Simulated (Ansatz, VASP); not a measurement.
## P: VASP beside Ansatz

The input INCAR:

```
  ALGO = Normal
  EDIFF = 1E-6
  ENCUT = 520
  GGA = PE
  ISIF = 2
  ISMEAR = 0
  LASPH = True
  LCHARG = True
  LELF = True
  LREAL = False
  LVHAR = True
  LWAVE = False
  NBANDS = 30
  NELM = 80
  PREC = Accurate
  SIGMA = 0.1
```

The input KPOINTS:

```
k-points
0
Gamma
  4 4 4
```

File POSCAR:

```
P
1.0
    5.7382196800      0.0000000000      0.0000000000
    0.0000000000      5.7382196800      0.0000000000
    0.0000000000      0.0000000000      4.4143044900
P
8
Direct
    0.6571883500      0.9519542900      0.0000000000
    0.3428116500      0.0480457100      0.0000000000
    0.0480457100      0.6571883500      0.5000000000
    0.9519542900      0.3428116500      0.5000000000
    0.3428116500      0.9519542900      0.5000000000
    0.6571883500      0.0480457100      0.5000000000
    0.9519542900      0.6571883500      0.0000000000
    0.0480457100      0.3428116500      0.0000000000
```

Input for Ansatz:

```yaml
crystal:
  lattice:
    - [5.73821968, 0.0, 0.0]
    - [0.0, 5.73821968, 0.0]
    - [0.0, 0.0, 4.41430449]
  atoms:
    - { symbol: P, position: [0.65718835, 0.95195429, 0.0] }
    - { symbol: P, position: [0.34281165, 0.04804571, 0.0] }
    - { symbol: P, position: [0.04804571, 0.65718835, 0.5] }
    - { symbol: P, position: [0.95195429, 0.34281165, 0.5] }
    - { symbol: P, position: [0.34281165, 0.95195429, 0.5] }
    - { symbol: P, position: [0.65718835, 0.04804571, 0.5] }
    - { symbol: P, position: [0.95195429, 0.65718835, 0.0] }
    - { symbol: P, position: [0.04804571, 0.34281165, 0.0] }
basis:
  ecutwfc: 420
kpoints:
  mp_grid: { grid: [4, 4, 4] }
hamiltonian:
  xc: pbe
scf:
  occupations: { method: gaussian, width: 0.1 }
  lower_state_search: "off"
output:
  forces: true
  stress: true
  eigenvalues: true
```

Alike in both runs: task single point; functional PBE; k mesh 4 × 4 × 4; occupations gaussian, width 0.1 eV; no spin polarisation.

```csv
,VASP,Ansatz
version,VASP 6.6.1,Ansatz 0.2.0
potentials or method,"VASP PAW PBE potentials, release 64 (P), cutoff 520 eV","scalar-relativistic, plane waves, PAW"
valence electrons in the cell,40,40
```

Ansatz gave:

- gap on the k mesh at the Fermi level (eV): none
- pressure (GPa): 26.1
- traceless stress, the component that is largest in VASP (GPa): -2.34
- rms of the force components (eV/Å): 3.582

**Question.** Estimate VASP's values.

**Answer.** gap on the k mesh at the Fermi level (eV): none; pressure (GPa): 25.6; traceless stress, the component that is largest in VASP (GPa): -2.21; rms of the force components (eV/Å): 3.497.

Atom by atom the forces differ by 0.086 eV/Å (rms over components). A gap of «none» marks a metal or a gap that the smearing closes.
